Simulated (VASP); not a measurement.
Here is a VASP 6.6.1 calculation.

The input INCAR:

```
PREC = Accurate
ENCUT = 520
EDIFF = 1E-6
ISMEAR = -1
SIGMA = 0.1
LREAL = F
LASPH = T
NELM = 60
ALGO = Normal
ISIF = 2
LWAVE = F
LCHARG = T
GGA = B5
ALDAX = 1.0
AGGAX = 1.0
AGGAC = 1.0
ALDAC = 0.0
LELF = T
LVHAR = T
NBANDS = 13
```

KPOINTS

```
regular mesh
0
Gamma
  12 12 12
```

The input POSCAR:

```
Te
1.0
    0.0000000000      3.6873690042      3.6873690042
    3.6873690042      0.0000000000      3.6873690042
    3.6873690042      3.6873690042      0.0000000000
Te
2
Direct
    0.1250000000      0.1250000000      0.1250000000
    0.8750000000      0.8750000000      0.8750000000
```

Potentials or basis: VASP PAW PBE potentials, release 64 (Te).

Command:

```console
$ cat potpaw_PBE.64/Te/POTCAR > POTCAR
$ mpirun -np 1 vasp_std > vasp.out
```

Q: Estimate the band gap on the k mesh.

A: Zero (band 6 reaches 3.17 eV, above the bottom of band 7 at 2.35 eV).

Q: Predict the pressure.

A: 0.1 GPa.

Caveat: the PAW data sets were made with another functional, which shifts forces and pressure a little; spin-orbit coupling is left out, which moves the levels of the heavy elements.
